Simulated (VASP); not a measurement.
Wanted: the native input for a VASP 6.6.1 run.

| Quantity | Value |
| --- | --- |
| Task | single point |
| Functional | r2SCAN |
| Potentials or basis | VASP PAW PBE potentials, release 64 (Ba_sv, Ti_sv, O) |
| Cutoff | 520 eV |
| k mesh | 8 × 8 × 8 |
| Occupations | gaussian, width 0.02 eV |
| Spin | no spin polarisation |
| Dipole correction | no |
| Further INCAR settings | ALGO = Normal; EDIFF = 1e-07; NBANDS = 28 |

The system is BaTiO3.

```xyz
5
Lattice="3.9175 0.0000 0.0000 0.0000 3.9175 0.0000 0.0000 0.0000 3.9175" Properties=species:S:1:pos:R:3 pbc="T T T"
Ba    1.9588    1.9588    1.9588
Ti    0.0000    0.0000    0.0000
O     1.9588    0.0000    0.0000
O     0.0000    1.9588    0.0000
O     0.0000    0.0000    1.9588
```

One way to write it, as run:

POSCAR

```
BaTiO3
1.0
    3.9175082749      0.0000000000      0.0000000000
    0.0000000000      3.9175082749      0.0000000000
    0.0000000000      0.0000000000      3.9175082749
Ba Ti O
1 1 3
Direct
    0.5000000000      0.5000000000      0.5000000000
    0.0000000000      0.0000000000      0.0000000000
    0.5000000000      0.0000000000      0.0000000000
    0.0000000000      0.5000000000      0.0000000000
    0.0000000000      0.0000000000      0.5000000000
```

INCAR.step1

```
SYSTEM = BaTiO3
  PREC = Accurate
  ENCUT = 520
  ISMEAR = 0
  SIGMA = 0.02
  LREAL = .FALSE.
  LASPH = .TRUE.
  NELM = 80
  NBANDS = 28
  GGA = PE
  ALGO = Normal
  EDIFF = 1E-4
  LWAVE = .TRUE.
  LCHARG = .FALSE.
```

INCAR.step2

```
SYSTEM = BaTiO3
  PREC = Accurate
  ENCUT = 520
  EDIFF = 1E-7
  ISMEAR = 0
  SIGMA = 0.02
  LREAL = .FALSE.
  LASPH = .TRUE.
  NELM = 80
  ALGO = Normal
  ISIF = 2
  LWAVE = .FALSE.
  LCHARG = .FALSE.
  METAGGA = R2SCAN
  LMIXTAU = .TRUE.
  NBANDS = 28
  ISTART = 1
```

KPOINTS

```
Automatic mesh
0
G
  8 8 8
  0 0 0
```

Potentials or basis: VASP PAW PBE potentials, release 64 (Ba_sv, Ti_sv, O).

Run with:

```console
$ cat potpaw_PBE.64/Ba_sv/POTCAR potpaw_PBE.64/Ti_sv/POTCAR potpaw_PBE.64/O/POTCAR > POTCAR
$ cp INCAR.step1 INCAR
$ mpirun -np 1 vasp_std > vasp.out
$ cp INCAR.step2 INCAR
$ mpirun -np 1 vasp_std > vasp.out
```

It gave:

| Item | Value |
| --- | --- |
| Pressure | 14.4 GPa |
| Band gap on the k mesh | 2.28 eV (least direct gap 2.37 eV) |

Caveat: the cell stands under pressure; the PAW data sets were made with another functional, which shifts forces and pressure a little; spin-orbit coupling is left out, which moves the levels of the heavy elements.

It took 110 s on 1 thread of Intel(R) Xeon(R) 6975P-C (Granite Rapids) (shared host), peak memory 0.21 GiB.
